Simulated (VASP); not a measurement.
Set up this calculation in VASP 6.6.1, as the native input.

```yaml
Task: single point
Functional: LDA
Potentials_or_basis: VASP PAW LDA potentials, release 64 (Rb_sv)
Cutoff: 520 eV
k_mesh: 14 × 14 × 14
Occupations: gaussian, width 0.15 eV
Spin: no spin polarisation
Dipole_correction: no
Further_INCAR_settings: ALGO = Normal; EDIFF = 1e-06; NBANDS = 10
```

The structure of Rb lies in POSCAR:

```
Rb
1.0
   -2.6940465770      2.6940465770      2.6940465770
    2.6940465770     -2.6940465770      2.6940465770
    2.6940465770      2.6940465770     -2.6940465770
Rb
1
Direct
    0.0000000000      0.0000000000      0.0000000000
```

These files were run (other wordings do the same):

INCAR

```
SYSTEM = Rb
ALGO = Normal
EDIFF = 1E-6
ENCUT = 520
ISIF = 2
ISMEAR = 0
LASPH = .TRUE.
LCHARG = .TRUE.
LELF = .TRUE.
LREAL = .FALSE.
LVHAR = .TRUE.
LWAVE = .FALSE.
NBANDS = 10
NELM = 80
PREC = Accurate
SIGMA = 0.15
```

KPOINTS

```
k-points
0
G
  14 14 14
  0 0 0
```

Potentials or basis: VASP PAW LDA potentials, release 64 (Rb_sv).

The run is started by

```console
$ cat potpaw_LDA.64/Rb_sv/POTCAR > POTCAR
$ mpirun -np 1 vasp_std > vasp.out
```

Results of the run:

The pressure is 0.0 GPa and the band gap on the k mesh is zero (an odd number of electrons rules out a gap without spin polarisation).

Run time: 2.7 min on 1 thread of AMD EPYC 7571, with other jobs on the host, peak memory 0.18 GiB.
